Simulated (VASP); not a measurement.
Set up this calculation in VASP 6.6.1, as the native input.

```
Task                   : electric field gradients
Functional             : LDA
Potentials or basis    : VASP PAW LDA potentials, release 64 (La, Al, N)
Cutoff                 : 520 eV
k mesh                 : 6 × 6 × 6
Occupations            : fermi-dirac, width 0.08 eV
Spin                   : no spin polarisation
Dipole correction      : no
Further INCAR settings : ALGO = Normal; EDIFF = 1e-08; NBANDS = 28
```

The structure of La3AlN lies in POSCAR:

```
La3AlN
1.0
    5.0975180767      0.0000000000      0.0000000000
    0.0000000000      5.0975180767      0.0000000000
    0.0000000000      0.0000000000      5.0975180767
La Al N
3 1 1
Direct
    0.5000000000      0.5000000000      0.0000000000
    0.0000000000      0.5000000000      0.5000000000
    0.5000000000      0.0000000000      0.5000000000
    0.0000000000      0.0000000000      0.0000000000
    0.5000000000      0.5000000000      0.5000000000
```

The input as run:

INCAR

```
SYSTEM = La3AlN
PREC = Accurate
ENCUT = 520
EDIFF = 1E-8
ISMEAR = -1
SIGMA = 0.08
LREAL = .FALSE.
LASPH = .TRUE.
NELM = 100
ALGO = Normal
ISIF = 2
LWAVE = .FALSE.
LCHARG = .FALSE.
LEFG = .TRUE.
NBANDS = 28
```

KPOINTS

```
regular mesh
0
G
  6 6 6
  0 0 0
```

Potentials or basis: VASP PAW LDA potentials, release 64 (La, Al, N).

The run is started by

```bash
$ cat potpaw_LDA.64/La/POTCAR potpaw_LDA.64/Al/POTCAR potpaw_LDA.64/N/POTCAR > POTCAR
$ mpirun -np 1 vasp_std > vasp.out
```

It gave:

- Pressure: -4.4 GPa

Caveat: without QUAD_EFG the Cq values of the log hold for a quadrupole moment of 1 mb, not for the nuclei.

Run time: 2.3 min on 1 thread of AMD EPYC 7R43 64-Core Processor (Zen 3), with other jobs on the host, peak memory 0.2 GiB.
